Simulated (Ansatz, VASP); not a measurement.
**One calculation of SiO2, two programs**

INCAR

```
  PREC = Accurate
  ENCUT = 600
  EDIFF = 1E-6
  ISMEAR = 0
  SIGMA = 0.02
  LREAL = False
  LASPH = True
  NELM = 100
  ALGO = Normal
  ISIF = 3
  LWAVE = False
  LCHARG = False
  GGA = PE
  IBRION = 2
  NSW = 100
  EDIFFG = -0.01
```

KPOINTS

```
regular mesh
0
Gamma
  10 10 10
```

POSCAR

```
SiO2
1.0
   -1.7632771062      1.7632771062      4.2605086905
    1.7632771062     -1.7632771062      4.2605086905
    1.7632771062      1.7632771062     -4.2605086905
Si O
2 4
Direct
    0.0000000000      0.0000000000      0.0000000000
    0.7500000000      0.2500000000      0.5000000000
    0.7921852661      0.7921852661      0.0000000000
    0.9578147339      0.4578147339      0.5000000000
    0.5421852661      0.0421852661      0.5000000000
    0.2078147339      0.2078147339      0.0000000000
```

Input for Ansatz:

```yaml
crystal:
  lattice:
    - [-1.7632771062, 1.7632771062, 4.2605086905]
    - [1.7632771062, -1.7632771062, 4.2605086905]
    - [1.7632771062, 1.7632771062, -4.2605086905]
  atoms:
    - { symbol: Si, position: [0.0, 0.0, 0.0] }
    - { symbol: Si, position: [0.75, 0.25, 0.5] }
    - { symbol: O, position: [0.7921852661, 0.7921852661, 0.0] }
    - { symbol: O, position: [0.9578147339, 0.4578147339, 0.5] }
    - { symbol: O, position: [0.5421852661, 0.0421852661, 0.5] }
    - { symbol: O, position: [0.2078147339, 0.2078147339, 0.0] }
basis:
  ecutwfc: 420
kpoints:
  mp_grid: { grid: [10, 10, 10] }
hamiltonian:
  xc: pbe
scf:
  occupations: { method: gaussian, width: 0.02 }
output:
  forces: true
  stress: true
  eigenvalues: true
relax:
  adjacent_minimum: "off"
  f_tol: 0.01
  max_steps: 80
  cell: { stress_tol: 0.05 }
```

Alike in both runs: task relaxation of cell and atoms; functional PBE; k mesh 10 × 10 × 10; occupations gaussian, width 0.02 eV; no spin polarisation.

```csv
,VASP,Ansatz
version,VASP 6.6.1,Ansatz 0.2.0
potentials or method,"VASP PAW PBE potentials, release 64 (Si, O), cutoff 600 eV","scalar-relativistic, plane waves, PAW"
valence electrons in the cell,32,32
```

VASP gave:

```
gap on the k mesh at the Fermi level, each at its own relaxed structure (eV)  : 5.79
relaxed volume (Å³/atom)                                                      : 8.82
relaxed length of the cell vector where the two differ most in proportion (Å) : 4.938
```

**Question.** What did Ansatz give for the same quantities?

**Answer.** gap on the k mesh at the Fermi level, each at its own relaxed structure (eV): 5.80; relaxed volume (Å³/atom): 8.83; relaxed length of the cell vector where the two differ most in proportion (Å): 4.936.
